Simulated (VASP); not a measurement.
Cd: single point with PBEsol

The system is Cd.

```
CELL_PARAMETERS angstrom
4.38310 0.00000 0.00000
0.00000 4.38310 0.00000
0.00000 0.00000 4.38310
ATOMIC_POSITIONS crystal
Cd 0.00000 0.00000 0.00000
Cd 0.00000 0.50000 0.50000
Cd 0.50000 0.00000 0.50000
Cd 0.50000 0.50000 0.00000
```

- Program: VASP 6.6.1
- Task: single point
- Functional: PBEsol
- Potentials or basis: VASP PAW PBE potentials, release 64 (Cd)
- Cutoff: 500 eV
- k mesh: 6 × 6 × 6
- Occupations: fermi-dirac, width 0.1 eV
- Spin: no spin polarisation

```yaml
Pressure: 0.1 GPa
Band_gap_on_the_k_mesh: zero (band 24 reaches 5.00 eV, above the bottom of band 25 at 1.64 eV)
```

Levels at points of the mesh, in eV from the Fermi level:
```tsv
k point	band 20	band 21	band 22	band 23	band 24	band 25	band 26	band 27	band 28	band 29
(0.00, 0.00, 0.00)	-8.12	-8.12	-0.89	-0.89	-0.89	1.55	1.55	1.55	6.92	6.92
(0.50, 0.00, 0.00)	-8.12	-6.65	-6.65	2.12	2.12	2.12	2.12	2.22	2.22	3.90
(0.50, 0.50, 0.00)	-8.60	-4.12	-4.12	-4.12	-4.12	4.72	4.72	4.72	4.72	4.84
(0.50, 0.50, 0.50)	-8.22	-2.45	-2.45	-2.45	-2.45	-1.23	-1.23	-1.23	-1.23	12.88
```

It took 14 s on 1 thread of Intel(R) Xeon(R) 6975P-C (Granite Rapids), with other jobs on the host, peak memory 0.18 GiB.

Caveat: the PAW data sets were made with another functional, which shifts forces and pressure a little.
